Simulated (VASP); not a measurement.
**Ta: single point with PBEsol**

The system is Ta.

```xyz
1
Lattice="-1.6160 1.6160 1.6160 1.6160 -1.6160 1.6160 1.6160 1.6160 -1.6160" Properties=species:S:1:pos:R:3 pbc="T T T"
Ta    0.0000    0.0000    0.0000
```

| Item | Value |
| --- | --- |
| Program | VASP 6.6.1 |
| Task | single point |
| Functional | PBEsol |
| Potentials or basis | VASP PAW PBE potentials, release 64 (Ta_pv) |
| Cutoff | 520 eV |
| k mesh | 11 × 11 × 11 |
| Occupations | fermi-dirac, width 0.05 eV |
| Spin | no spin polarisation |

The pressure is 10.5 GPa.

Levels at points of the mesh, in eV from the Fermi level:
| k point | band 3 | band 4 | band 5 | band 6 | band 7 | band 8 |
| --- | --- | --- | --- | --- | --- | --- |
| (0.00, 0.00, 0.00) | -32.76 | -8.17 | 0.72 | 0.72 | 0.72 | 4.23 |

Run time: 10 s on 1 thread of AMD EPYC 7R13 Processor (Zen 3) (shared host), peak memory 0.11 GiB.

Caveat: the PAW data sets were made with another functional, which shifts forces and pressure a little; spin-orbit coupling is left out, which moves the levels of the heavy elements.
